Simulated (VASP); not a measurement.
A run of VASP 6.6.1:

The input POSCAR:

```
TeRu
1.0
    0.0000000000      2.9921690491      2.9921690491
    2.9921690491      0.0000000000      2.9921690491
    2.9921690491      2.9921690491      0.0000000000
Ru Te
1 1
Direct
    0.0000000000      0.0000000000      0.0000000000
    0.2500000000      0.2500000000      0.2500000000
```

Contents of INCAR.step1:

```
SYSTEM = TeRu
ALGO     = Normal         ! electronic algorithm
EDIFF    = 1E-4           ! SCF threshold, eV
ENCUT    = 520            ! plane-wave cutoff, eV
GGA      = PE             ! functional
ISMEAR   = 0              ! smearing method
LASPH    = .TRUE.         ! aspherical terms in the spheres
LCHARG   = .FALSE.        ! write CHGCAR
LREAL    = .FALSE.        ! projectors in reciprocal space
LWAVE    = .TRUE.         ! write WAVECAR
NBANDS   = 17             ! bands
NELM     = 80             ! most SCF steps
PREC     = Accurate       ! precision mode
SIGMA    = 0.05           ! smearing width, eV
```

INCAR.step2

```
SYSTEM = TeRu
ALGO     = Normal         ! electronic algorithm
EDIFF    = 1E-6           ! SCF threshold, eV
ENCUT    = 520            ! plane-wave cutoff, eV
ISIF     = 2              ! what is computed and relaxed
ISMEAR   = 0              ! smearing method
ISTART   = 1            
LASPH    = .TRUE.         ! aspherical terms in the spheres
LCHARG   = .FALSE.        ! write CHGCAR
LMIXTAU  = .TRUE.       
LREAL    = .FALSE.        ! projectors in reciprocal space
LWAVE    = .FALSE.        ! write WAVECAR
METAGGA  = R2SCAN         ! meta-GGA
NBANDS   = 17             ! bands
NELM     = 80             ! most SCF steps
PREC     = Accurate       ! precision mode
SIGMA    = 0.05           ! smearing width, eV
```

The input KPOINTS:

```
k-points
0
G
  10 10 10
  0 0 0
```

Potentials or basis: VASP PAW PBE potentials, release 64 (Ru_pv, Te).

Run with:

```bash
$ cat potpaw_PBE.64/Ru_pv/POTCAR potpaw_PBE.64/Te/POTCAR > POTCAR
$ cp INCAR.step1 INCAR
$ mpirun -np 1 vasp_std > vasp.out
$ cp INCAR.step2 INCAR
$ mpirun -np 1 vasp_std > vasp.out
```

Hardware: 1 thread of Intel(R) Xeon(R) Platinum 8259CL CPU @ 2.50GHz (Skylake/Cascade Lake), on a shared host.

Problem. Estimate the wall time of this run.

Solution. Run time: 78 s on 1 thread of Intel(R) Xeon(R) Platinum 8259CL CPU @ 2.50GHz (Skylake/Cascade Lake), with other jobs on the host, peak memory 0.21 GiB. Counts: k points 47.
